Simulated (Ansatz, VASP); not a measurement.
## One calculation of InP, two programs

```
In P
1.0
     0.00000    2.95198    2.95198
     2.95198    0.00000    2.95198
     2.95198    2.95198    0.00000
In P
1 1
Cartesian
  0.0000 0.0000 0.0000
  1.4760 1.4760 1.4760
```

Alike in both runs: task single point; functional PBE; dispersion D3(BJ); k mesh 4 × 4 × 4; occupations gaussian, width 0.1 eV; no spin polarisation.

|  | VASP | Ansatz |
| --- | --- | --- |
| version | VASP 6.6.1 | Ansatz 0.2.0 |
| potentials or method | VASP PAW PBE potentials, release 64 (In_d, P), cutoff 500 eV | scalar-relativistic, plane waves, PAW |
| valence electrons in the cell | 18 | 18 |

```tsv
	VASP	Ansatz	Ansatz less VASP
gap on the k mesh at the Fermi level (eV)	0.58	0.58	+0.003
least direct gap on the mesh (eV)	0.58	0.58	+0.003
pressure (GPa)	-0.2	-0.2	+0.04
```

The k mesh is coarse, so the values compare programs but aren't converged.
